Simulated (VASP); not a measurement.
The system is GaAs.

```
Ga As
1.0
     4.32591    0.00000    0.00000
    -2.16296    3.74635    0.00000
     0.00000    0.00000    5.79639
Ga As
2 2
Direct
  0.33333 0.66667 0.25000
  0.66667 0.33333 0.75000
  0.66667 0.33333 0.25000
  0.33333 0.66667 0.75000
```

* Program: VASP 6.6.1
* Task: relaxation of cell and atoms
* Functional: r2SCAN
* Potentials or basis: VASP PAW PBE potentials, release 64 (Ga_d, As)
* Cutoff: 600 eV
* k mesh: 6 × 6 × 4
* Occupations: fermi-dirac, width 0.02 eV
* Spin: no spin polarisation

At the start: pressure -2.6 GPa; volume 23.48 Å³/atom.

Where does the relaxation end?

Over 9 steps the energy falls by 8.8 meV/atom and the volume is 22.57 Å³/atom (-3.9 %); space group P6_3/mmc (No. 194, to 0.1 Å) before and after.

Step by step:
```csv
step,energy change (eV),largest force (eV/Å),pressure (GPa),volume (Å³)
1,0.0000,0.0000,-2.64,93.94
2,-0.0298,0.0000,1.19,88.77
3,-0.0351,0.0000,0.06,90.17
4,-0.0350,0.0000,0.00,90.24
5,-0.0351,0.0000,-0.01,90.29
6,-0.0352,0.0000,-0.03,90.35
7,-0.0352,0.0000,-0.04,90.35
8,-0.0352,0.0000,0.03,90.26
9,-0.0352,0.0000,0.01,90.28
```

Final structure:
```xyz
4
Lattice="4.2516 0.0000 0.0000 -2.1258 3.6820 0.0000 0.0000 0.0000 5.7671" Properties=species:S:1:pos:R:3 pbc="T T T"
Ga    0.0000    2.4546    1.4418
Ga    2.1258    1.2273    4.3253
As    2.1258    1.2273    1.4418
As    0.0000    2.4546    4.3253
```

Caveat: the PAW data sets were made with another functional, which shifts forces and pressure a little.
